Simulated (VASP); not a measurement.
Crystal: InAs.

```
In As
1.0
     0.00000    2.87730    2.87730
     2.87730    0.00000    2.87730
     2.87730    2.87730    0.00000
In As
1 1
Direct
  0.50000 0.50000 0.50000
  0.00000 0.00000 0.00000
```

Program: VASP 6.6.1. Alike in all runs: task single point; no spin polarisation; cell as given; k mesh 6 × 6 × 6; cutoff (eV) 520; smearing methfessel-paxton 0.02 eV.

Order these runs on this cell by their pressure, lowest first.
A. level PBEsol; potentials or basis VASP PAW PBE potentials, release 64 (In_d, As)
B. level BLYP; potentials or basis VASP PAW PBE potentials, release 64 (In_d, As)
C. level LDA; potentials or basis VASP PAW LDA potentials, release 64 (In_d, As)

C (-5.0 GPa), A (-3.2 GPa), B (4.6 GPa).

Caveats: the PAW data sets were made with another functional, which shifts forces and pressure a little (some runs).
